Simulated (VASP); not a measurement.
Here is a VASP 6.6.1 calculation.

File INCAR:

```
SYSTEM = V
PREC = Accurate ; ENCUT = 520
EDIFF = 1E-6 ; ISMEAR = -1
SIGMA = 0.06122561905347299 ; LREAL = .False.
LASPH = .True. ; NELM = 80
ALGO = Normal ; ISIF = 2
LWAVE = .False. ; LCHARG = .False.
GGA = PE ; NBANDS = 12
```

Contents of KPOINTS:

```
regular mesh
0
Gamma
  22 22 22
  0 0 0
```

Contents of POSCAR:

```
V
1.0
    2.4325514024      0.0000000000      0.0000000000
    0.0000000000      2.4325514024      0.0000000000
    0.0000000000      0.0000000000      2.4325514024
V
1
Direct
    0.0000000000      0.0000000000      0.0000000000
```

Potentials or basis: VASP PAW PBE potentials, release 64 (V_sv).

Command:

```console
$ cat potpaw_PBE.64/V_sv/POTCAR > POTCAR
$ mpirun -np 1 vasp_std > vasp.out
```

(1) What does it give for the band gap on the k mesh?

(2) Predict the pressure.

Results:

(1) zero (an odd number of electrons rules out a gap without spin polarisation).

(2) 3.1 GPa.

Caveat: the cell stands under pressure.
